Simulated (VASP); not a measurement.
Crystal: Pt.

```
Pt
1.0
     4.40203    0.00000    0.00000
    -2.20101    3.81227    0.00000
     0.00000    0.00000    2.69844
Pt
3
Direct
  0.00000 0.00000 0.00000
  0.33333 0.66667 0.50000
  0.66667 0.33333 0.50000
```

This isn't the form of Pt at room conditions, which is fcc.

- Program: VASP 6.6.1
- Task: relaxation of cell and atoms
- Functional: PBE
- Potentials or basis: VASP PAW PBE potentials, release 64 (Pt)
- Cutoff: 600 eV
- k mesh: 8 × 8 × 12
- Occupations: fermi-dirac, width 0.05 eV
- Spin: collinear spin
- Starting moments: [1.0, 1.0, 1.0] μB

At the start: pressure 16.3 GPa; volume 15.09 Å³/atom.

Q: Where does the relaxation end?

A: Over 9 steps the energy falls by 53.4 meV/atom and the volume is 15.99 Å³/atom (+6.0 %); space group P6/mmm (No. 191, to 0.1 Å) before and after; moment 0.00 μB per cell.

The path:
```tsv
step	energy change (eV)	largest force (eV/Å)	pressure (GPa)	volume (Å³)
1	0.0000	0.0000	16.33	45.28
2	0.5637	0.0000	-23.69	56.08
3	-0.1519	0.0000	-1.69	48.35
4	-0.1525	0.0000	-0.89	48.18
5	-0.1525	0.0000	-0.60	48.12
6	-0.1587	0.0000	0.67	47.85
7	-0.1600	0.0000	0.26	47.93
8	-0.1599	0.0000	-0.42	48.07
9	-0.1601	0.0000	0.01	47.98
```

Final structure:
```yaml
crystal:
  lattice:
    - [4.53216, 0.00000, 0.00000]
    - [-2.26608, 3.92496, 0.00000]
    - [0.00000, 0.00000, 2.69730]
  atoms:
    - { symbol: Pt, position: [0.00000, 0.00000, 0.00000] }
    - { symbol: Pt, position: [0.33333, 0.66667, 0.50000] }
    - { symbol: Pt, position: [0.66667, 0.33333, 0.50000] }
```
